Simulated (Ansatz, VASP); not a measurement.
# GeS: VASP beside Ansatz

File INCAR:

```
SYSTEM = GeS
  PREC = Accurate
  ENCUT = 410
  EDIFF = 1E-8
  ISMEAR = 0
  SIGMA = 0.01
  LREAL = .FALSE.
  LASPH = .TRUE.
  NELM = 120
  ALGO = Normal
  ISIF = 2
  LWAVE = .FALSE.
  LCHARG = .FALSE.
  GGA = PE
  LEFG = .TRUE.
  NBANDS = 182
  GGA_COMPAT = .FALSE.
```

KPOINTS

```
Automatic mesh
0
G
  2 3 3
  0 0 0
```

POSCAR

```
GeS
1.0
   10.4810000000      0.0000000000      0.0000000000
    0.0000000000      7.2920000000      0.0000000000
    0.0000000000      0.0000000000      8.5980000000
Ge S
16 16
Direct
    0.1211380651      0.1250000000      0.0637607682
    0.1211380651      0.1250000000      0.5637607682
    0.1211380651      0.6250000000      0.0637607682
    0.1211380651      0.6250000000      0.5637607682
    0.3788619349      0.3750000000      0.3137607682
    0.3788619349      0.3750000000      0.8137607682
    0.3788619349      0.8750000000      0.3137607682
    0.3788619349      0.8750000000      0.8137607682
    0.6211380651      0.1250000000      0.1862392318
    0.6211380651      0.1250000000      0.6862392318
    0.6211380651      0.6250000000      0.1862392318
    0.6211380651      0.6250000000      0.6862392318
    0.8788619349      0.3750000000      0.4362392318
    0.8788619349      0.3750000000      0.9362392318
    0.8788619349      0.8750000000      0.4362392318
    0.8788619349      0.8750000000      0.9362392318
    0.8503786463      0.1250000000      0.2488407113
    0.8503786463      0.1250000000      0.7488407113
    0.8503786463      0.6250000000      0.2488407113
    0.8503786463      0.6250000000      0.7488407113
    0.6496213537      0.3750000000      0.9988407113
    0.6496213537      0.3750000000      0.4988407113
    0.6496213537      0.8750000000      0.9988407113
    0.6496213537      0.8750000000      0.4988407113
    0.3503786463      0.1250000000      0.5011592887
    0.3503786463      0.1250000000      0.0011592887
    0.3503786463      0.6250000000      0.5011592887
    0.3503786463      0.6250000000      0.0011592887
    0.1496213537      0.3750000000      0.2511592887
    0.1496213537      0.3750000000      0.7511592887
    0.1496213537      0.8750000000      0.2511592887
    0.1496213537      0.8750000000      0.7511592887
```

Input for Ansatz:

```yaml
crystal:
  lattice:
    - [10.481, 0.0, 0.0]
    - [0.0, 7.292, 0.0]
    - [0.0, 0.0, 8.598]
  atoms:
    - { symbol: Ge, position: [0.1211380651, 0.125, 0.0637607682] }
    - { symbol: Ge, position: [0.1211380651, 0.125, 0.5637607682] }
    - { symbol: Ge, position: [0.1211380651, 0.625, 0.0637607682] }
    - { symbol: Ge, position: [0.1211380651, 0.625, 0.5637607682] }
    - { symbol: Ge, position: [0.3788619349, 0.375, 0.3137607682] }
    - { symbol: Ge, position: [0.3788619349, 0.375, 0.8137607682] }
    - { symbol: Ge, position: [0.3788619349, 0.875, 0.3137607682] }
    - { symbol: Ge, position: [0.3788619349, 0.875, 0.8137607682] }
    - { symbol: Ge, position: [0.6211380651, 0.125, 0.1862392318] }
    - { symbol: Ge, position: [0.6211380651, 0.125, 0.6862392318] }
    - { symbol: Ge, position: [0.6211380651, 0.625, 0.1862392318] }
    - { symbol: Ge, position: [0.6211380651, 0.625, 0.6862392318] }
    - { symbol: Ge, position: [0.8788619349, 0.375, 0.4362392318] }
    - { symbol: Ge, position: [0.8788619349, 0.375, 0.9362392318] }
    - { symbol: Ge, position: [0.8788619349, 0.875, 0.4362392318] }
    - { symbol: Ge, position: [0.8788619349, 0.875, 0.9362392318] }
    - { symbol: S, position: [0.8503786463, 0.125, 0.2488407113] }
    - { symbol: S, position: [0.8503786463, 0.125, 0.7488407113] }
    - { symbol: S, position: [0.8503786463, 0.625, 0.2488407113] }
    - { symbol: S, position: [0.8503786463, 0.625, 0.7488407113] }
    - { symbol: S, position: [0.6496213537, 0.375, 0.9988407113] }
    - { symbol: S, position: [0.6496213537, 0.375, 0.4988407113] }
    - { symbol: S, position: [0.6496213537, 0.875, 0.9988407113] }
    - { symbol: S, position: [0.6496213537, 0.875, 0.4988407113] }
    - { symbol: S, position: [0.3503786463, 0.125, 0.5011592887] }
    - { symbol: S, position: [0.3503786463, 0.125, 0.0011592887] }
    - { symbol: S, position: [0.3503786463, 0.625, 0.5011592887] }
    - { symbol: S, position: [0.3503786463, 0.625, 0.0011592887] }
    - { symbol: S, position: [0.1496213537, 0.375, 0.2511592887] }
    - { symbol: S, position: [0.1496213537, 0.375, 0.7511592887] }
    - { symbol: S, position: [0.1496213537, 0.875, 0.2511592887] }
    - { symbol: S, position: [0.1496213537, 0.875, 0.7511592887] }
kpoints:
  mp_grid: { grid: [2, 3, 3] }
scf:
  occupations: { method: fixed }
hamiltonian:
  xc: pbe
  pseudopotentials: { kind: paw }
output:
  forces: true
  efg:
    quadrupole_moments_barn: { Ge: -0.196, S: -0.0694 }
    contact_densities: true
  core_levels:
    shells: { S: "2p", Ge: "3d" }
    counted_from: valence_top
    eps_inf: [13.395, 13.664, 12.805]
```

Alike in both runs: task electric field gradients; functional PBE; k mesh 2 × 3 × 3; no spin polarisation.

|  | VASP | Ansatz |
| --- | --- | --- |
| version | VASP 6.6.1 | Ansatz 0.2.0 |
| potentials or method | VASP PAW PBE potentials, release 64 (Ge_d, S) | plane-wave PAW, scalar-relativistic |
| plane-wave cutoff (eV) | 410 | 420 |
| occupations | gaussian, width 0.01 eV | fixed |
| valence electrons in the cell | 320 | 320 |

|  | VASP | Ansatz | Ansatz less VASP |
| --- | --- | --- | --- |
| gap on the k mesh at the Fermi level (eV) | 1.08 | 1.08 | +0.009 |
| rms of the force components (eV/Å) | 0.013 | 0.014 | +0.0014 |
| size of Vzz on the site where it differs most (V/Å²) | 70.5 | 75.2 | +4.67 |

Atom by atom the forces differ by 0.003 eV/Å (rms over components).
